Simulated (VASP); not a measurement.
A run of VASP 6.6.1 is set up as follows.

File POSCAR:

```
Zn
1.0
    0.0000000000      2.8433823234      2.8433823234
    2.8433823234      0.0000000000      2.8433823234
    2.8433823234      2.8433823234      0.0000000000
Zn
2
Direct
    0.1250000000      0.1250000000      0.1250000000
    0.8750000000      0.8750000000      0.8750000000
```

File INCAR.step1:

```
SYSTEM = Zn
PREC = Accurate
ENCUT = 520
ISMEAR = -1
SIGMA = 0.1
LREAL = .FALSE.
LASPH = .TRUE.
NELM = 60
NBANDS = 19
GGA = PE
ALGO = Normal
EDIFF = 1E-4
LWAVE = .TRUE.
LCHARG = .FALSE.
```

The input INCAR.step2:

```
SYSTEM = Zn
PREC = Accurate
ENCUT = 520
EDIFF = 1E-7
ISMEAR = -1
SIGMA = 0.1
LREAL = .FALSE.
LASPH = .TRUE.
NELM = 60
ALGO = Normal
ISIF = 2
LWAVE = .FALSE.
LCHARG = .FALSE.
METAGGA = R2SCAN
LMIXTAU = .TRUE.
NBANDS = 19
ISTART = 1
```

Contents of KPOINTS:

```
Automatic mesh
0
G
  5 5 5
  0 0 0
```

Potentials or basis: VASP PAW PBE potentials, release 64 (Zn).

Run with:

```sh
$ cat potpaw_PBE.64/Zn/POTCAR > POTCAR
$ cp INCAR.step1 INCAR
$ mpirun -np 1 vasp_std > vasp.out
$ cp INCAR.step2 INCAR
$ mpirun -np 1 vasp_std > vasp.out
```

Predict the pressure.

-0.1 GPa.

Predict the band gap on the k mesh.

zero (bands 12 and 13 overlap by 6.11 eV).

Caveat: the k points lie up to 0.38 Å⁻¹ apart, too coarse for converged energies and pressures of a metal; the PAW data sets were made with another functional, which shifts forces and pressure a little.
